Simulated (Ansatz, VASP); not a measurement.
Two plane-wave programs on Cd3HgSe4

File INCAR:

```
PREC = Accurate ; ENCUT = 520
EDIFF = 1E-6 ; ISMEAR = 0
SIGMA = 0.01 ; LREAL = F
LASPH = T ; NELM = 60
ALGO = Normal ; ISIF = 2
LWAVE = F ; LCHARG = T
GGA = CA ; LELF = T
LVHAR = T ; NBANDS = 46
```

KPOINTS

```
regular mesh
0
Gamma
  6 6 6
```

Contents of POSCAR:

```
Cd3HgSe4
1.0
    6.2119694000      0.0000000000      0.0000000000
    0.0000000000      6.2119694000      0.0000000000
    0.0000000000      0.0000000000      6.2119694000
Cd Hg Se
3 1 4
Direct
    0.5000000000      0.0000000000      0.0000000000
    0.0000000000      0.0000000000      0.5000000000
    0.0000000000      0.5000000000      0.0000000000
    0.5000000000      0.5000000000      0.5000000000
    0.7518100000      0.2481900000      0.7518100000
    0.7518100000      0.7518100000      0.2481900000
    0.2481900000      0.2481900000      0.2481900000
    0.2481900000      0.7518100000      0.7518100000
```

Input for Ansatz:

```yaml
crystal:
  lattice:
    - [6.2119694, 0.0, 0.0]
    - [0.0, 6.2119694, 0.0]
    - [0.0, 0.0, 6.2119694]
  atoms:
    - { symbol: Cd, position: [0.5, 0.0, 0.0] }
    - { symbol: Cd, position: [0.0, 0.0, 0.5] }
    - { symbol: Cd, position: [0.0, 0.5, 0.0] }
    - { symbol: Hg, position: [0.5, 0.5, 0.5] }
    - { symbol: Se, position: [0.75181, 0.24819, 0.75181] }
    - { symbol: Se, position: [0.75181, 0.75181, 0.24819] }
    - { symbol: Se, position: [0.24819, 0.24819, 0.24819] }
    - { symbol: Se, position: [0.24819, 0.75181, 0.75181] }
basis:
  ecutwfc: 420
kpoints:
  mp_grid: { grid: [6, 6, 6] }
  band_path:
    path:
      - [[0.0, 0.0, 0.0], [0.0, 0.5, 0.0], [0.5, 0.5, 0.0], [0.0, 0.0, 0.0], [0.5, 0.5, 0.5], [0.0, 0.5, 0.0]]
      - [[0.5, 0.5, 0.5], [0.5, 0.5, 0.0]]
    npoints: 14
hamiltonian:
  xc: lda
scf:
  occupations: { method: gaussian, width: 0.01 }
  n_extra_bands: 20
output:
  forces: true
  stress: true
  eigenvalues: true
  populations: true
  dos: { projected: true, de: 0.02, nscf_kmesh: { grid: [8, 8, 8] } }
  bader: true
  write_density: true
  write_potential: true
  elf: true
  volumetric_format: npy
```

Alike in both runs: task single point; functional LDA; k mesh 6 × 6 × 6; occupations gaussian, width 0.01 eV; no spin polarisation.

```csv
,VASP,Ansatz
version,VASP 6.6.1,Ansatz 0.2.0
potentials or method,"VASP PAW LDA potentials, release 64 (Cd, Hg, Se), cutoff 520 eV","scalar-relativistic, plane waves, PAW"
valence electrons in the cell,72,144
```

Ansatz gave:

* gap on the k mesh at the Fermi level (eV): none
* pressure (GPa): -4.3
* rms of the force components (eV/Å): 0.008

Q: What did VASP give for the same quantities?

A: gap on the k mesh at the Fermi level (eV): none; pressure (GPa): -4.0; rms of the force components (eV/Å): 0.006.

LDA's correlation is that of Perdew and Zunger in VASP and of Perdew and Wang (1992) in Ansatz. Atom by atom the forces differ by 0.002 eV/Å (rms over components). A gap of «none» marks a metal or a gap that the smearing closes. VASP's potentials hold 72 valence electrons a cell and Ansatz's 144, so a difference there can come from the potentials and not from the codes.

Neither program's run includes spin-orbit coupling.
